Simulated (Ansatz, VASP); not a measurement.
WS2: VASP beside Ansatz

File INCAR:

```
SYSTEM = WS2
ALGO     = Normal         ! electronic algorithm
EDIFF    = 1E-6           ! SCF threshold, eV
ENCUT    = 520            ! plane-wave cutoff, eV
GGA      = PE             ! functional
ISIF     = 2              ! what is computed and relaxed
ISMEAR   = 0              ! smearing method
LASPH    = .TRUE.         ! aspherical terms in the spheres
LCHARG   = .FALSE.        ! write CHGCAR
LREAL    = .FALSE.        ! projectors in reciprocal space
LWAVE    = .FALSE.        ! write WAVECAR
NBANDS   = 20             ! bands
NELM     = 80             ! most SCF steps
PREC     = Accurate       ! precision mode
SIGMA    = 0.02           ! smearing width, eV
```

KPOINTS

```
k-points
0
G
  12 12 12
  0 0 0
```

POSCAR

```
WS2
1.0
    1.5465325963      0.8928910108      5.6173162761
   -1.5465325963      0.8928910108      5.6173162761
    0.0000000000     -1.7857820215      5.6173162761
W S
1 2
Direct
    0.0005862065      0.0005862065      0.0005862065
    0.4275073151      0.4275073151      0.4275073151
    0.2406064785      0.2406064785      0.2406064785
```

Input for Ansatz:

```yaml
crystal:
  lattice:
    - [1.5465325963, 0.8928910108, 5.6173162761]
    - [-1.5465325963, 0.8928910108, 5.6173162761]
    - [0.0, -1.7857820215, 5.6173162761]
  atoms:
    - { symbol: W, position: [0.0005862065, 0.0005862065, 0.0005862065] }
    - { symbol: S, position: [0.4275073151, 0.4275073151, 0.4275073151] }
    - { symbol: S, position: [0.2406064785, 0.2406064785, 0.2406064785] }
basis:
  ecutwfc: 420
kpoints:
  mp_grid: { grid: [12, 12, 12] }
  band_path: { path: [VBM, CBM], npoints: 2 }
hamiltonian:
  xc: pbe
scf:
  occupations: { method: gaussian, width: 0.02 }
output:
  forces: true
  stress: true
  eigenvalues: true
checkpoint:
  read: start.run
  write: ck
  compress: false
  write_wavefunctions: false
  write_every: 100000
```

Alike in both runs: task single point; functional PBE; k mesh 12 × 12 × 12; occupations gaussian, width 0.02 eV; no spin polarisation.

|  | VASP | Ansatz |
| --- | --- | --- |
| version | VASP 6.6.1 | Ansatz 0.2.0 |
| potentials or method | VASP PAW PBE potentials, release 64 (W_sv, S), cutoff 520 eV | scalar-relativistic, plane waves, PAW |
| valence electrons in the cell | 26 | 26 |

```tsv
	VASP	Ansatz	Ansatz less VASP
gap on the k mesh at the Fermi level (eV)	0.52	0.49	-0.027
least direct gap on the mesh (eV)	1.82	1.80	-0.021
pressure (GPa)	15.0	15.0	+0.02
rms of the force components (eV/Å)	0.002	0.003	+0.0007
```

Atom by atom the forces differ by 0.001 eV/Å (rms over components). The functional is the same, so the differences come from potentials, cutoffs and numerics.

Neither program's run includes spin-orbit coupling.
